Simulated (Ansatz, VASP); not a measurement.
## Two plane-wave programs on Ag

File INCAR:

```
PREC = Accurate ; ENCUT = 520
EDIFF = 1E-7 ; ISMEAR = -1
SIGMA = 0.1 ; LREAL = F
LASPH = T ; NELM = 80
ALGO = Normal ; ISIF = 2
LWAVE = F ; LCHARG = F
GGA = PE ; NBANDS = 12
```

KPOINTS

```
Automatic mesh
0
Gamma
  16 16 16
```

Contents of POSCAR:

```
Ag
1.0
    0.0000000000      2.0741351598      2.0741351598
    2.0741351598      0.0000000000      2.0741351598
    2.0741351598      2.0741351598      0.0000000000
Ag
1
Direct
    0.0000000000      0.0000000000      0.0000000000
```

Input for Ansatz:

```yaml
crystal:
  lattice:
    - [0.0, 2.0741351598, 2.0741351598]
    - [2.0741351598, 0.0, 2.0741351598]
    - [2.0741351598, 2.0741351598, 0.0]
  atoms:
    - { symbol: Ag, position: [0.0, 0.0, 0.0] }
kpoints:
  mp_grid: { grid: [16, 16, 16] }
scf:
  occupations: { method: fermi_dirac, width: 0.1 }
hamiltonian:
  xc: pbe
  pseudopotentials: { kind: nc }
output:
  forces: true
  stress: true
  eigenvalues: true
```

Change from the starting cell: volume scaled by 1, norm-conserving files.

Alike in both runs: task single point; functional PBE; k mesh 16 × 16 × 16; occupations fermi-dirac, width 0.1 eV; no spin polarisation.

```csv
,VASP,Ansatz
version,VASP 6.6.1,Ansatz 0.2.0
potentials or method,"VASP PAW PBE potentials, release 64 (Ag)","norm-conserving pseudopotentials, scalar-relativistic"
plane-wave cutoff (eV),520,960
valence electrons in the cell,11,19
```

```tsv
	VASP	Ansatz	Ansatz less VASP
pressure (GPa)	-0.1	0.0	+0.13
```

VASP's potentials hold 11 valence electrons a cell and Ansatz's 19, so a difference there can come from the potentials and not from the codes.
